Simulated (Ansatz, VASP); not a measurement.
One calculation of Zn, two programs

The input INCAR:

```
PREC = Accurate
ENCUT = 500
EDIFF = 1E-6
ISMEAR = 0
SIGMA = 0.1
LREAL = F
LASPH = T
NELM = 120
ALGO = Normal
ISIF = 2
LWAVE = F
LCHARG = T
GGA = PE
LELF = T
LVHAR = T
NBANDS = 12
GGA_COMPAT = F
```

Contents of KPOINTS:

```
Automatic mesh
0
Gamma
  8 8 8
```

The input POSCAR:

```
Zn
1.0
    0.0000000000      2.1432042147      2.1432042147
    2.1432042147      0.0000000000      2.1432042147
    2.1432042147      2.1432042147      0.0000000000
Zn
1
Direct
    0.0000000000      0.0000000000      0.0000000000
```

Input for Ansatz:

```yaml
crystal:
  lattice:
    - [0.0, 2.1432042147, 2.1432042147]
    - [2.1432042147, 0.0, 2.1432042147]
    - [2.1432042147, 2.1432042147, 0.0]
  atoms:
    - { symbol: Zn, position: [0.0, 0.0, 0.0] }
basis:
  ecutwfc: 420
kpoints:
  mp_grid: { grid: [8, 8, 8] }
hamiltonian:
  xc: pbe
scf:
  occupations: { method: gaussian, width: 0.1 }
output:
  forces: true
  stress: true
  eigenvalues: true
```

Alike in both runs: task single point; functional PBE; k mesh 8 × 8 × 8; occupations gaussian, width 0.1 eV; no spin polarisation.

|  | VASP | Ansatz |
| --- | --- | --- |
| version | VASP 6.6.1 | Ansatz 0.2.0 |
| potentials or method | VASP PAW PBE potentials, release 64 (Zn), cutoff 500 eV | scalar-relativistic, plane waves, PAW |
| valence electrons in the cell | 12 | 12 |

```csv
,VASP,Ansatz,Ansatz less VASP
gap on the k mesh at the Fermi level (eV),none,none,-
pressure (GPa),-8.7,-8.8,-0.07
```

A gap of «none» marks a metal or a gap that the smearing closes.
